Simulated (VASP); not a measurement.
The system is AlN.

```
CELL_PARAMETERS angstrom
9.56564 0.00000 0.00000
0.00000 11.04545 0.00000
0.00000 0.00000 10.20627
ATOMIC_POSITIONS crystal
Al 0.15705 0.08043 0.25321
Al 0.14681 0.08175 0.75075
Al 0.99383 0.34019 0.23235
Al 0.00076 0.33222 0.75349
Al 0.50172 0.09445 0.26188
Al 0.52003 0.07942 0.74465
Al 0.32773 0.33569 0.24742
Al 0.32275 0.32502 0.75442
Al 0.18731 0.58948 0.25765
Al 0.16819 0.58241 0.75740
Al 0.99614 0.82144 0.25099
Al 0.99277 0.83009 0.75483
Al 0.82920 0.07614 0.25281
Al 0.84168 0.08022 0.75331
Al 0.66201 0.32872 0.25025
Al 0.65175 0.32475 0.72929
Al 0.49528 0.59067 0.22241
Al 0.50268 0.58264 0.74029
Al 0.35629 0.82651 0.25518
Al 0.32455 0.83300 0.74098
Al 0.83952 0.57835 0.25229
Al 0.82633 0.58282 0.76064
Al 0.68520 0.85558 0.23668
Al 0.66438 0.84405 0.74432
Al 0.00985 0.15903 0.50228
Al 0.99668 0.17605 0.01346
Al 0.30703 0.17075 0.48668
Al 0.33830 0.17904 0.97674
Al 0.17322 0.41386 0.50679
Al 0.16356 0.41005 0.98835
Al 0.98823 0.65249 0.49466
Al 0.00877 0.67175 0.99113
Al 0.65891 0.16266 0.50914
Al 0.66432 0.16232 0.99723
Al 0.48900 0.40876 0.48946
Al 0.49682 0.41113 0.98826
Al 0.34150 0.66681 0.48938
Al 0.33854 0.65664 0.00414
Al 0.14272 0.90916 0.50255
Al 0.15908 0.90681 0.00176
Al 0.82333 0.41029 0.48628
Al 0.82287 0.42952 0.98815
Al 0.66980 0.67289 0.50814
Al 0.66815 0.67547 0.99724
Al 0.51614 0.92137 0.50452
Al 0.49932 0.91115 0.98844
Al 0.83048 0.92390 0.49102
Al 0.81293 0.90519 0.00806
N 0.98381 0.14671 0.19859
N 0.99161 0.16183 0.68645
N 0.34364 0.17185 0.19776
N 0.32991 0.18546 0.68001
N 0.17206 0.41306 0.17539
N 0.18554 0.41207 0.68619
N 0.99356 0.66246 0.17536
N 0.98345 0.66001 0.67754
N 0.65599 0.15885 0.19001
N 0.66082 0.17570 0.71139
N 0.49241 0.39835 0.20447
N 0.50877 0.40511 0.69841
N 0.33992 0.67047 0.18837
N 0.33754 0.67409 0.68342
N 0.16489 0.90899 0.20353
N 0.17270 0.91633 0.67936
N 0.83120 0.41295 0.18487
N 0.83570 0.41242 0.67715
N 0.65707 0.66084 0.17965
N 0.68235 0.67445 0.69311
N 0.48786 0.91242 0.19899
N 0.49261 0.92016 0.68282
N 0.85981 0.92380 0.19105
N 0.82524 0.92234 0.69023
N 0.16911 0.08225 0.44954
N 0.16139 0.08671 0.94564
N 0.00450 0.32860 0.44116
N 0.00396 0.33194 0.94806
N 0.49826 0.08488 0.44701
N 0.50575 0.07824 0.92145
N 0.34385 0.33386 0.44752
N 0.34914 0.33690 0.94608
N 0.18215 0.57582 0.42835
N 0.16571 0.58288 0.94008
N 0.00151 0.82251 0.44909
N 0.99406 0.81017 0.94693
N 0.83009 0.08730 0.44512
N 0.82515 0.07426 0.93298
N 0.65687 0.32797 0.44702
N 0.68891 0.33402 0.94159
N 0.54015 0.59358 0.42177
N 0.49186 0.58203 0.94503
N 0.32714 0.84169 0.43040
N 0.34301 0.82393 0.91495
N 0.83865 0.58399 0.43174
N 0.84679 0.57192 0.93788
N 0.66295 0.82920 0.44550
N 0.66767 0.82530 0.92317
```

Base run:

- Program: VASP 6.6.1
- Functional: PBE0
- Potentials or basis: VASP PAW PBE potentials, release 64 (Al, N)
- Cutoff: 520 eV
- k mesh: 1 × 1 × 1, shifted
- Occupations: fermi-dirac, width 0.05 eV
- Spin: no spin polarisation

Its results: band gap on the k mesh 5.15 eV; pressure -8.4 GPa; largest force 9.650 eV/Å.

Question: The run is repeated on the same cell with these changes: functional from PBE0 to PBEsol; further incar settings from LREAL = Auto; ALGO = Normal; EDIFF = 1e-06; NBANDS = 246; ISYM = -1 to LREAL = Auto; ALGO = Normal; EDIFF = 1e-07; NBANDS = 246; ISYM = 0. What comes out?

Answer: Band gap on the k mesh 3.07 eV (least direct gap 3.08 eV); pressure -6.1 GPa; largest force 9.467 eV/Å.

Caveats: the cell stands under tension; the PAW data sets were made with another functional, which shifts forces and pressure a little; a shifted mesh leaves out Γ, where band edges can lie.

A k mesh can miss the band edges.
